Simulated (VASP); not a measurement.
Here is a VASP 6.6.1 calculation.

The input INCAR:

```
ALGO = Normal
EDIFF = 1E-6
ENCUT = 520
GGA = PE
ISIF = 2
ISMEAR = 0
LASPH = T
LCHARG = T
LELF = T
LREAL = F
LVHAR = T
LWAVE = F
NBANDS = 20
NELM = 80
PREC = Accurate
SIGMA = 0.1
```

File KPOINTS:

```
k-points
0
Gamma
  4 4 4
```

POSCAR

```
SrTiC
1.0
    3.7709579200      0.0000000000      0.0000000000
    0.0000000000      3.7709579200      0.0000000000
    0.0000000000      0.0000000000      4.9545659500
Sr Ti C
1 1 1
Direct
    0.5000000000      0.5000000000      0.9396380600
    0.0000000000      0.0000000000      0.8879411900
    0.5000000000      0.5000000000      0.5049106300
```

Potentials or basis: VASP PAW PBE potentials, release 64 (Sr_sv, Ti_sv, C).

Launch:

```bash
$ cat potpaw_PBE.64/Sr_sv/POTCAR potpaw_PBE.64/Ti_sv/POTCAR potpaw_PBE.64/C/POTCAR > POTCAR
$ mpirun -np 1 vasp_std > vasp.out
```

Problem. Estimate the band gap on the k mesh.

Solution. Zero (bands 13 and 14 overlap by 1.10 eV).

Problem. Predict the pressure.

Solution. 6.7 GPa.

Problem. Predict the largest force.

Solution. 4.273 eV/Å.

Forces in eV/Å, atoms in the order of the input:
```
Sr   0.000  0.000  4.273
Ti   0.000  0.000 -1.966
C    0.000  0.000 -2.307
```

Caveat: the k points lie up to 0.42 Å⁻¹ apart, too coarse for converged energies and pressures of a metal; forces of over 1 eV/Å act on the atoms, so gaps and moduli don't describe the material at rest.
